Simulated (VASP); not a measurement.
A run of VASP 6.6.1 is set up as follows.

File INCAR:

```
SYSTEM = CsCdCl3
ALGO = Normal ; EDIFF = 1E-7
ENCUT = 520 ; GGA = CA
ISIF = 2 ; ISMEAR = 0
LASPH = .True. ; LCHARG = .True.
LELF = .True. ; LREAL = .False.
LVHAR = .True. ; LWAVE = .False.
NBANDS = 29 ; NELM = 80
PREC = Accurate ; SIGMA = 0.05
```

File KPOINTS:

```
k-points
0
Gamma
  6 6 6
  0 0 0
```

File POSCAR:

```
CsCdCl3
1.0
    5.2000000000      0.0000000000      0.0000000000
    0.0000000000      5.2000000000      0.0000000000
    0.0000000000      0.0000000000      5.2000000000
Cs Cd Cl
1 1 3
Direct
    0.0000000000      0.0000000000      0.0000000000
    0.5000000000      0.5000000000      0.5000000000
    0.0000000000      0.5000000000      0.4038461538
    0.5000000000      0.0000000000      0.4038461538
    0.5000000000      0.5000000000     -0.0961538462
```

Potentials or basis: VASP PAW LDA potentials, release 64 (Cs_sv, Cd, Cl).

Run with:

```sh
$ cat potpaw_LDA.64/Cs_sv/POTCAR potpaw_LDA.64/Cd/POTCAR potpaw_LDA.64/Cl/POTCAR > POTCAR
$ mpirun -np 1 vasp_std > vasp.out
```

(1) Predict the band gap on the k mesh.

(2) Estimate the largest force.

(3) What does it give for the pressure?

## Answers

(1) 1.99 eV (least direct gap 2.25 eV).

(2) 5.372 eV/Å.

(3) 2.9 GPa.

Caveat: the cell differs from its parent crystal (all Cl atoms moved -0.500 Å, as atom 3 along Cartesian [0 0 1]); the stress differs along the axes, from -1 to 12 GPa; spin-orbit coupling is left out, which moves the levels of the heavy elements; forces of over 1 eV/Å act on the atoms, so gaps and moduli don't describe the material at rest.
